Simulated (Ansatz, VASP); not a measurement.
# Two plane-wave programs on Ge

```
CELL_PARAMETERS angstrom
-2.57449 2.57449 1.39741
2.57449 -2.57449 1.39741
2.57449 2.57449 -1.39741
ATOMIC_POSITIONS crystal
Ge 0.50000 0.50000 0.00000
Ge 0.25000 0.75000 0.50000
```

Alike in both runs: task single point; functional PBE; k mesh 11 × 11 × 11; occupations gaussian, width 0.021 eV; no spin polarisation.

|  | VASP | Ansatz |
| --- | --- | --- |
| version | VASP 6.6.1 | Ansatz 0.2.0 |
| potentials or method | VASP PAW PBE potentials, release 64 (Ge_d) | Ansatz PAW |
| plane-wave cutoff (eV) | 520 | 420 |
| valence electrons in the cell | 28 | 28 |

```csv
,VASP,Ansatz,Ansatz less VASP
gap on the k mesh at the Fermi level (eV),none,none,-
pressure (GPa),3.1,3.2,+0.11
"traceless stress, the component that is largest in VASP (GPa)",0.32,0.31,-0.011
```

A gap of «none» marks a metal or a gap that the smearing closes.
